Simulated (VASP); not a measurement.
Input of a VASP 6.6.1 run:

Contents of INCAR:

```
PREC     = Accurate       # precision mode
ENCUT    = 520            # plane-wave cutoff, eV
EDIFF    = 1E-6           # SCF threshold, eV
ISMEAR   = 0              # smearing method
SIGMA    = 0.1            # smearing width, eV
LREAL    = F              # projectors in reciprocal space
LASPH    = T              # aspherical terms in the spheres
NELM     = 60             # most SCF steps
ALGO     = Normal         # electronic algorithm
ISIF     = 2              # what is computed and relaxed
LWAVE    = F              # write WAVECAR
LCHARG   = T              # write CHGCAR
GGA      = PS             # functional
LELF     = T              # ELF
LVHAR    = T            
NBANDS   = 26             # bands
```

The input KPOINTS:

```
Automatic mesh
0
Gamma
  12 12 10
```

File POSCAR:

```
InAs
1.0
    3.0740117880      3.0740117880      0.0000000000
   -3.0740117880      3.0740117880      0.0000000000
    0.0000000000      0.0000000000      6.0506291430
In As
2 2
Direct
    0.5000000000      0.0000000000      0.2500000000
    0.0000000000      0.5000000000      0.7500000000
    0.0000000000      0.0000000000      0.0000000000
    0.5000000000      0.5000000000      0.5000000000
```

Potentials or basis: VASP PAW PBE potentials, release 64 (In_d, As).

Run with:

```console
$ cat potpaw_PBE.64/In_d/POTCAR potpaw_PBE.64/As/POTCAR > POTCAR
$ mpirun -np 1 vasp_std > vasp.out
```

Question: What does it give for the pressure?

Answer: -0.7 GPa.

Stress tensor (GPa, compression positive):
```
-0.86  0.00  0.00
 0.00 -0.86  0.00
 0.00  0.00 -0.33
```

Caveat: the cell differs from its parent crystal (biaxial strain in the a-b plane: +1.0 %); the PAW data sets were made with another functional, which shifts forces and pressure a little.
